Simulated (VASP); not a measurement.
Se:

```
Se
1.0
     1.92500    1.11140    0.88167
    -1.92500    1.11140    0.88167
     0.00000   -2.22280    0.88167
Se
1
Direct
  0.00000 0.00000 0.00000
```

```yaml
Program: VASP 6.6.1
Task: relaxation of cell and atoms
Functional: PBEsol
Potentials_or_basis: VASP PAW PBE potentials, release 64 (Se)
Cutoff: 600 eV
k_mesh: 18 × 18 × 18
Occupations: fermi-dirac, width 0.05 eV
Spin: no spin polarisation
```

At the start: pressure 152.9 GPa; volume 11.32 Å³/atom.

Question: Where does the relaxation end?

Answer: Over 30 steps the energy falls by 2674.1 meV/atom and the volume is 21.59 Å³/atom (+90.7 %); space group R-3m (No. 166, to 0.1 Å) before and after.

The path:
| step | energy change (eV) | largest force (eV/Å) | pressure (GPa) | volume (Å³) |
| --- | --- | --- | --- | --- |
| 1 | 0.0000 | 0.0000 | 152.92 | 11.32 |
| 2 | -0.9432 | 0.0000 | -10.49 | 39.83 |
| 3 | -2.3496 | 0.0000 | -4.58 | 20.60 |
| 4 | -2.3630 | 0.0000 | -2.55 | 20.02 |
| 5 | -2.3683 | 0.0000 | 0.25 | 19.34 |
| 6 | -2.3680 | 0.0000 | -0.61 | 19.53 |
| 7 | -2.4110 | 0.0000 | -0.51 | 19.61 |
| 8 | -2.5639 | 0.0000 | 1.36 | 19.68 |
| 9 | -2.5924 | 0.0000 | 11.78 | 19.12 |
| 10 | -2.6043 | 0.0000 | 10.76 | 19.30 |
| 11 | -2.6338 | 0.0000 | 8.05 | 19.85 |
| 12 | -2.6663 | 0.0000 | 2.89 | 20.91 |
| 13 | -2.6682 | 0.0000 | 0.79 | 21.34 |
| 14 | -2.6685 | 0.0000 | 1.30 | 21.24 |
| 15 | -2.6685 | 0.0000 | 1.08 | 21.28 |
| 16 | -2.6690 | 0.0000 | 1.15 | 21.28 |
| 17 | -2.6704 | 0.0000 | 1.30 | 21.26 |
| 18 | -2.6718 | 0.0000 | 1.52 | 21.22 |
| 19 | -2.6702 | 0.0000 | 1.74 | 21.09 |
| 20 | -2.6720 | 0.0000 | 1.65 | 21.18 |
| 21 | -2.6739 | 0.0000 | 0.28 | 21.50 |
| 22 | -2.6739 | 0.0000 | 0.15 | 21.53 |
| 23 | -2.6739 | 0.0000 | 0.13 | 21.54 |
| 24 | -2.6740 | 0.0000 | 0.08 | 21.55 |
| 25 | -2.6741 | 0.0000 | -0.02 | 21.59 |
| 26 | -2.6741 | 0.0000 | 0.05 | 21.57 |
| 27 | -2.6741 | 0.0000 | 0.03 | 21.58 |
| 28 | -2.6741 | 0.0000 | 0.02 | 21.58 |
| 29 | -2.6741 | 0.0000 | 0.02 | 21.58 |
| 30 | -2.6741 | 0.0000 | -0.01 | 21.59 |

Final structure:
```xyz
1
Lattice="1.9983 1.1537 1.5606 -1.9983 1.1537 1.5606 0.0000 -2.3074 1.5606" Properties=species:S:1:pos:R:3 pbc="T T T"
Se    0.0000    0.0000    0.0000
```

Caveat: the volume moved by over 15 % at a fixed basis, so the end points are rough; the PAW data sets were made with another functional, which shifts forces and pressure a little.
